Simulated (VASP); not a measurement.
Input of a VASP 6.6.1 run:

File INCAR:

```
PREC = Accurate
ENCUT = 520
EDIFF = 1E-6
ISMEAR = -1
SIGMA = 0.05
LREAL = False
LASPH = True
NELM = 60
ALGO = Normal
ISIF = 2
LWAVE = False
LCHARG = False
GGA = PE
NBANDS = 12
```

KPOINTS

```
regular mesh
0
Gamma
  16 16 16
```

The input POSCAR:

```
Tl
1.0
    0.0000000000      2.1650000000      2.1650000000
    2.1650000000      0.0000000000      2.1650000000
    2.1650000000      2.1650000000      0.0000000000
Tl
1
Direct
    0.0000000000      0.0000000000      0.0000000000
```

Potentials or basis: VASP PAW PBE potentials, release 64 (Tl_d).

Launch:

```sh
$ cat potpaw_PBE.64/Tl_d/POTCAR > POTCAR
$ mpirun -np 1 vasp_std > vasp.out
```

Problem. Estimate the pressure.

Solution. 37.4 GPa.
